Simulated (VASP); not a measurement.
CdWF6:

```
CELL_PARAMETERS angstrom
2.57592 4.46162 0.00000
-2.57592 4.46162 0.00000
0.00000 -2.97441 4.70247
ATOMIC_POSITIONS crystal
Cd 0.50000 0.50000 0.50000
W 0.00000 0.00000 0.00000
F 0.22000 0.63000 0.77500
F 0.92500 0.22000 0.77500
F 0.63000 0.92500 0.77500
F 0.78000 0.37000 0.22500
F 0.07500 0.78000 0.22500
F 0.37000 0.07500 0.22500
```

```yaml
Program: VASP 6.6.1
Task: relaxation of cell and atoms
Functional: PBEsol
Potentials_or_basis: VASP PAW PBE potentials, release 64 (Cd_sv_GW, W_sv, F)
Cutoff: 700 eV
k_mesh: 4 × 4 × 4
Occupations: fermi-dirac, width 0.0114 eV
Spin: no spin polarisation
```

At the start: pressure 22.0 GPa; volume 13.51 Å³/atom.

Question: How do energy, volume and symmetry change on relaxing?

Answer: Over 16 steps the energy falls by 129.2 meV/atom and the volume is 15.23 Å³/atom (+12.7 %); space group R-3 (No. 148, to 0.1 Å) before and after.

The path:
```tsv
step	energy change (eV)	largest force (eV/Å)	pressure (GPa)	volume (Å³)
1	0.0000	2.7073	21.99	108.09
2	1.2563	2.4824	-17.71	139.77
3	-0.9722	0.2737	-1.14	118.79
4	-0.9777	0.1688	-0.14	118.11
5	-0.9781	0.1411	0.21	117.88
6	-0.9917	0.1195	0.15	118.23
7	-1.0190	0.0664	-0.11	119.26
8	-0.9930	0.2314	-0.80	121.17
9	-1.0233	0.0864	-0.31	119.76
10	-1.0234	0.0906	-0.33	119.83
11	-1.0220	0.1514	1.15	119.07
12	-1.0246	0.0593	0.27	119.52
13	-1.0273	0.0517	0.19	119.80
14	-1.0324	0.0323	-0.03	120.64
15	-1.0334	0.0196	-0.34	122.28
16	-1.0339	0.0096	-0.25	121.80
```

Final structure:
```
Cd W F
1.0
     2.59775    4.49943    0.00000
    -2.59775    4.49943    0.00000
     0.00000   -2.99962    5.21031
Cd W F
1 1 6
Direct
  0.50000 0.50000 0.50000
  0.00000 0.00000 0.00000
  0.22254 0.62564 0.77536
  0.92718 0.22254 0.77536
  0.62564 0.92718 0.77536
  0.77746 0.37436 0.22464
  0.07282 0.77746 0.22464
  0.37436 0.07282 0.22464
```

Caveat: the k points lie up to 0.36 Å⁻¹ apart in the final cell; the PAW data sets were made with another functional, which shifts forces and pressure a little.
